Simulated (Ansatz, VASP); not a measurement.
# One calculation of Rb, two programs

The input INCAR:

```
PREC = Accurate
ENCUT = 520
EDIFF = 1E-6
ISMEAR = 0
SIGMA = 0.05
LREAL = F
LASPH = T
NELM = 60
ALGO = Fast
ISIF = 2
LWAVE = F
LCHARG = F
GGA = PE
NBANDS = 10
```

The input KPOINTS:

```
regular mesh
0
Gamma
  10 10 10
```

Contents of POSCAR:

```
Rb
1.0
   -2.7950000000      2.7950000000      2.7950000000
    2.7950000000     -2.7950000000      2.7950000000
    2.7950000000      2.7950000000     -2.7950000000
Rb
1
Direct
    0.0000000000      0.0000000000      0.0000000000
```

Input for Ansatz:

```yaml
crystal:
  lattice:
    - [-2.795, 2.795, 2.795]
    - [2.795, -2.795, 2.795]
    - [2.795, 2.795, -2.795]
  atoms:
    - { symbol: Rb, position: [0.0, 0.0, 0.0] }
basis:
  ecutwfc: 420
  ecutrho_ratio: 4
kpoints:
  mp_grid: { grid: [10, 10, 10] }
hamiltonian:
  xc: pbe
scf:
  occupations: { method: gaussian, width: 0.05 }
output:
  forces: true
  stress: true
  eigenvalues: true
```

Alike in both runs: task single point; functional PBE; k mesh 10 × 10 × 10; occupations gaussian, width 0.05 eV; no spin polarisation.

```csv
,VASP,Ansatz
version,VASP 6.6.1,Ansatz 0.2.0
potentials or method,"VASP PAW PBE potentials, release 64 (Rb_sv), cutoff 520 eV","scalar-relativistic, plane waves, PAW"
valence electrons in the cell,9,9
```

|  | VASP | Ansatz | Ansatz less VASP |
| --- | --- | --- | --- |
| pressure (GPa) | 0.1 | 0.1 | 0.00 |
